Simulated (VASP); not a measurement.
Al:

```
CELL_PARAMETERS angstrom
2.86351 0.00000 0.00000
1.43175 2.47987 0.00000
1.43175 0.82662 2.33804
ATOMIC_POSITIONS crystal
Al 0.00000 0.00000 0.00000
```

```yaml
Program: VASP 6.6.1
Task: relaxation of volume and atoms at fixed shape
Functional: r2SCAN
Potentials_or_basis: VASP PAW PBE potentials, release 64 (Al)
Cutoff: 600 eV
k_mesh: 9 × 9 × 9
Occupations: fermi-dirac, width 0.05 eV
Spin: no spin polarisation
```

At the start: pressure -3.5 GPa; volume 16.60 Å³/atom.

Task: How do energy, volume and symmetry change on relaxing?

Result: Over 3 steps the energy falls by 8.2 meV/atom and the volume is 15.88 Å³/atom (-4.3 %); space group Fm-3m (No. 225, to 0.05 Å).

Step by step:
```csv
step,energy change (eV),largest force (eV/Å),pressure (GPa),volume (Å³)
1,0.0000,0.0000,-3.47,16.60
2,-0.0079,0.0000,0.77,15.75
3,-0.0082,0.0000,0.03,15.88
```

Final structure:
```cif
data_structure
_symmetry_space_group_name_H-M 'P 1'
_symmetry_Int_Tables_number 1
_cell_length_a 2.8216
_cell_length_b 2.8216
_cell_length_c 2.8216
_cell_angle_alpha 60.000
_cell_angle_beta 60.000
_cell_angle_gamma 60.000
_cell_volume 15.88
loop_
_atom_site_label
_atom_site_type_symbol
_atom_site_fract_x
_atom_site_fract_y
_atom_site_fract_z
_atom_site_occupancy
Al1 Al 0.00000 0.00000 0.00000 1
```

Caveat: the PAW data sets were made with another functional, which shifts forces and pressure a little.
